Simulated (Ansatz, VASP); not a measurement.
Two plane-wave programs on FeP3

```xyz
4
Lattice="3.7502 0.0000 0.0000 0.0000 3.7502 0.0000 0.0000 0.0000 3.7502" Properties=species:S:1:pos:R:3 pbc="T T T"
Fe    0.0000    0.0000    0.0000
P     0.0000    1.8751    1.8751
P     1.8751    0.0000    1.8751
P     1.8751    1.8751    0.0000
```

Alike in both runs: functional PBE; k mesh 4 × 4 × 4; occupations gaussian, width 0.1 eV; collinear spin.

Ansatz relaxed the structure, and its values are those at the end. VASP's run is a single point on that final structure, the one shown.

|  | VASP | Ansatz |
| --- | --- | --- |
| version | VASP 6.6.1 | Ansatz 0.2.0 |
| potentials or method | VASP PAW PBE potentials, release 64 (Fe, P), cutoff 520 eV | scalar-relativistic, plane waves, PAW |
| valence electrons in the cell | 23 | 31 |

|  | VASP | Ansatz | Ansatz less VASP |
| --- | --- | --- | --- |
| gap on the k mesh at the Fermi level (eV) | none | none | - |
| pressure (GPa) | 0.0 | 0.0 | +0.07 |
| net moment per atom (μB) | 0.28 | 0.28 | 0.000 |
| size of the moment on the site where the two differ most (μB) | 0.04 | 0.07 | +0.023 |

Site moments also hang on the region over which each program counts them. A gap of «none» marks a metal or a gap that the smearing closes. VASP's potentials hold 23 valence electrons a cell and Ansatz's 31, so a difference there can come from the potentials and not from the codes.

The k mesh is coarse, so the values compare programs but aren't converged.
